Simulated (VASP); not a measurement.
# Ir (Fm-3m) in VASP: single point with LDA

Aim: the single point of Ir with LDA.

Everything below comes from runs of VASP 6.6.1. Logs are shortened: lines on timing, memory, paths and dates and some standing lists are left out, and cuts for length are marked.

### Step 1. The cell of the first run

It takes space group Fm-3m (No. 225, cubic). Conventional cell: a = 3.811 Å, b = 3.811 Å, c = 3.811 Å, α = 90.00°, β = 90.00°, γ = 90.00°. Within 3.6 Å of Ir (site symmetry m-3m) lie 12 Ir at 2.69 Å.

### Step 2. Single point, LDA

INCAR

```
SYSTEM = Ir
PREC = Accurate
ENCUT = 500
EDIFF = 1E-6
ISMEAR = 0
SIGMA = 0.1
LREAL = .FALSE.
LASPH = .TRUE.
NELM = 120
ALGO = Normal
ISIF = 2
LWAVE = .FALSE.
LCHARG = .FALSE.
NBANDS = 10
GGA_COMPAT = .FALSE.
```

KPOINTS

```
Automatic mesh
0
G
  18 18 18
  0 0 0
```

POSCAR

```
Ir
1.0
    0.0000000000      1.9054476258      1.9054476258
    1.9054476258      0.0000000000      1.9054476258
    1.9054476258      1.9054476258      0.0000000000
Ir
1
Direct
    0.0000000000      0.0000000000      0.0000000000
```

Potentials or basis: VASP PAW LDA potentials, release 64 (Ir).

The run is started by

```sh
> cat potpaw_LDA.64/Ir/POTCAR > POTCAR
> mpirun -np 1 vasp_std > vasp.out
```

OUTCAR:

```text
SYSTEM = Ir
   PREC = Accurate
   ENCUT = 500
   EDIFF = 1E-6
   ISMEAR = 0
   LREAL = .FALSE.
   LASPH = .TRUE.
   NELM = 120
   ISIF = 2

 ion  position               nearest neighbor table
   1  0.000  0.000  0.000-

  LATTYP: Found a face centered cubic cell.
 ALAT       =     3.8108952516

  Lattice vectors:

 A1 = (   0.0000000000,   1.9054476258,   1.9054476258)
 A2 = (   1.9054476258,   0.0000000000,   1.9054476258)
 A3 = (   1.9054476258,   1.9054476258,   0.0000000000)

Analysis of symmetry for initial positions (statically):
=====================================================================
 Subroutine PRICEL returns:
 Original cell was already a primitive cell.

 Routine SETGRP: Setting up the symmetry group for a
 face centered cubic supercell.

 Subroutine GETGRP returns: Found 48 space group operations
 (whereof 48 operations were pure point group operations)
 out of a pool of 48 trial point group operations.

The static configuration has the point symmetry O_h .

Analysis of symmetry for dynamics (positions and initial velocities):
=====================================================================
 Subroutine PRICEL returns:
 Original cell was already a primitive cell.

 Routine SETGRP: Setting up the symmetry group for a
 face centered cubic supercell.

 Subroutine GETGRP returns: Found 48 space group operations
 (whereof 48 operations were pure point group operations)
 out of a pool of 48 trial point group operations.

The dynamic configuration has the point symmetry O_h .

 Subroutine INISYM returns: Found 48 space group operations
 (whereof 48 operations are pure point group operations),
 and found     1 'primitive' translations

----------------------------------------------------------------------------------------

                                     Primitive cell

  volume of cell :      13.8363

  direct lattice vectors                    reciprocal lattice vectors
     0.000000000  1.905447626  1.905447626    -0.262405533  0.262405533  0.262405533
     1.905447626  0.000000000  1.905447626     0.262405533 -0.262405533  0.262405533
     1.905447626  1.905447626  0.000000000     0.262405533  0.262405533 -0.262405533

  length of vectors
     2.694709875  2.694709875  2.694709875     0.454499715  0.454499715  0.454499715

  position of ions in fractional coordinates (direct lattice)
     0.000000000  0.000000000  0.000000000

  ion indices of the primitive-cell ions
   primitive index   ion index
                 1           1

[... 72 lines left out ...]
   LREAL  =      F    real-space projection
   EDIFFG = 0.1E-04   stopping-criterion for IOM
   NSW    =      0    number of steps for IOM
   IBRION =     -1    ionic relax: 0-MD 1-quasi-New 2-CG
   NFREE  =      0    steps in history (QN), initial steepest desc. (CG)
   ISIF   =      2    stress and relaxation
   ISYM   =      2    0-nonsym 1-usesym 2-fastsym
   POTIM  = 0.5000    time-step for ionic-motion
   TEBEG  =    0.0;   TEEND  =   0.0 temperature during run
   PSTRESS=    0.0 pullay stress
   NELECT =       9.0000    total number of electrons
   NUPDOWN=      -1.0000    fix difference up-down
   EMIN   =  10.00;   EMAX   =-10.00  energy-range for DOS
   EFERMI =   0.00;   METHOD = LEGACY
   ISMEAR =     0;   SIGMA  =   0.10  broadening in eV -4-tet -1-fermi 0-gaus
   EFERMI_NEDOS =   21; number of points for ismear=-14 and -15
   IALGO  =     38    algorithm
   IMIX   =      4    mixing-type and parameters
     AMIX     =   0.40;   BMIX     =  1.00
     AMIX_MAG =   1.60;   BMIX_MAG =  1.00
  volume/ion in A,a.u.               =      13.84        93.37
  Fermi-wavevector in a.u.,A,eV,Ry     =   1.418454  2.680490 27.375090  2.012012
  Thomas-Fermi vector in A             =   2.539578
   LORBIT       =      0    0 simple, 1 ext, 2 COOP (PROOUT), +10 PAW based schemes
   GGA     = CA    functional components
   LHFCALC =     F    Hartree Fock is set to
   AEXX    =    0.0000 exact exchange contribution
   IVDW    =     0    specifies the selected vdW correction
   LEPSILON=     F    determine dielectric tensor
   LRPA    =     F    only Hartree local field effects (RPA)
 non-spin polarized calculation
 Gauss-broadening in eV      SIGMA  =   0.10
  energy-cutoff  :      500.00
  volume of cell :       13.84
 maximum number of plane-waves:       361
   NGX =  9   NGY =  9   NGZ =  9

 number of electron       9.0000001 magnetization

 Free energy of the ion-electron system (eV)
  ---------------------------------------------------
  ext. energy  EPLUGINS =         0.00000000
  ---------------------------------------------------
  free energy    TOTEN  =       -10.32841008 eV

  energy without entropy =      -10.32352083  energy(sigma->0) =      -10.32596545

 E-fermi :  10.7408     XC(G=0): -14.2681

 val. band max:       10.7333370823   @ k =   0.5000   0.2222   0.1111
 cond. band min:      10.7543691015   @ k =   0.3333   0.1111   0.0556
 fundamental gap:      0.0210320192
 Fermi energy:        10.7408237035

 k-point     1 :       0.0000    0.0000    0.0000
  band No.  band energies     occupation
      1      -0.6399      2.00000
      2       6.6543      2.00000
      3       6.6543      2.00000
      4       6.6543      2.00000
      5       9.4785      2.00000
      6       9.4785      2.00000
      7      25.0025      0.00000
      8      30.6752      0.00000
      9      30.6752      0.00000
     10      30.6752      0.00000
[... 287 lines left out ...]
 k-point    24 :      -0.2222    0.0556    0.0000
  band No.  band energies     occupation
      1       1.6115      2.00000
      2       5.9846      2.00000
      3       7.1353      2.00000
      4       7.2277      2.00000
      5       9.1635      2.00000
      6      10.0617      2.00000
      7      24.9790      0.00000
      8      27.8251      0.00000
      9      33.0064      0.00000
     10      34.2389      0.00000

 [... further k-points ...]
[... 5 lines left out ...]
  --------------------------------------------------------------------------------------
  -------------------------------------------------------------------------------------
  Total        0.2240895      0.2240895      0.2240895     -0.0000000      0.0000000     -0.0000000
  in kB       25.9484322     25.9484322     25.9484322     -0.0000000      0.0000000     -0.0000000
  external PRESSURE =      25.9484322 kB  Pullay stress =       0.0000000 kB

 VOLUME and BASIS-vectors are now :
 -----------------------------------------------------------------------------
  energy-cutoff  :      500.00
  volume of cell :       13.84
      direct lattice vectors                 reciprocal lattice vectors
     0.000000000  1.905447626  1.905447626    -0.262405533  0.262405533  0.262405533
     1.905447626  0.000000000  1.905447626     0.262405533 -0.262405533  0.262405533
     1.905447626  1.905447626  0.000000000     0.262405533  0.262405533 -0.262405533

 POSITION                                       TOTAL-FORCE (eV/Angst)
 -----------------------------------------------------------------------------------
      0.00000      0.00000      0.00000         0.000000      0.000000     -0.000000
 -----------------------------------------------------------------------------------
    total drift:                                0.000000      0.000000     -0.000000

  FREE ENERGIE OF THE ION-ELECTRON SYSTEM (eV)
  ---------------------------------------------------
  free  energy   TOTEN  =       -10.3284100771 eV

  energy  without entropy=      -10.3235208275  energy(sigma->0) =      -10.32596545
```

OSZICAR:

```text
N       E                     dE             d eps       ncg     rms          rms(c)
DAV:   1     0.464821310815E+02    0.46482E+02   -0.42676E+03  3932   0.802E+02
DAV:   2    -0.100391224779E+02   -0.56521E+02   -0.53467E+02  4006   0.196E+02
DAV:   3    -0.109270076118E+02   -0.88789E+00   -0.88589E+00  4574   0.302E+01
DAV:   4    -0.109354604482E+02   -0.84528E-02   -0.84513E-02  4444   0.271E+00
DAV:   5    -0.109356292740E+02   -0.16883E-03   -0.16882E-03  4504   0.368E-01    0.167E+01
DAV:   6    -0.104288774011E+02    0.50675E+00   -0.87746E-01  4406   0.115E+01    0.668E+00
DAV:   7    -0.103359100257E+02    0.92967E-01   -0.25242E-01  4810   0.562E+00    0.150E+00
DAV:   8    -0.103317511444E+02    0.41589E-02   -0.18695E-03  4202   0.472E-01    0.960E-01
DAV:   9    -0.103284171874E+02    0.33340E-02   -0.17780E-03  4350   0.632E-01    0.430E-02
DAV:  10    -0.103284094118E+02    0.77756E-05   -0.10109E-05  5546   0.310E-02    0.979E-03
DAV:  11    -0.103284100771E+02   -0.66536E-06   -0.99665E-07  3738   0.703E-03
   1 F= -.10328410E+02 E0= -.10325965E+02  d E =-.488925E-02
```

stdout:

```text
POSCAR found type information on POSCAR Ir
 POSCAR found :  1 types and       1 ions
 scaLAPACK will be used
 LDA part: xc-table for (Slater(with rela. corr.)+CA(PZ))
 , standard interpolation
 POSCAR, INCAR and KPOINTS ok, starting setup
 FFT: planning ... GRIDC
 FFT: planning ... GRID_SOFT
 FFT: planning ... GRID
 WAVECAR not read
 entering main loop
```

It took 8.2 s on 1 thread of Intel Xeon 6975P-C (Granite Rapids), shared host; peak memory 0.14 GiB.

Results:

```yaml
Free_energy: -10.3284 eV
Pressure: 2.6 GPa
```

Caveat: spin-orbit coupling is left out, which moves the levels of the heavy elements.
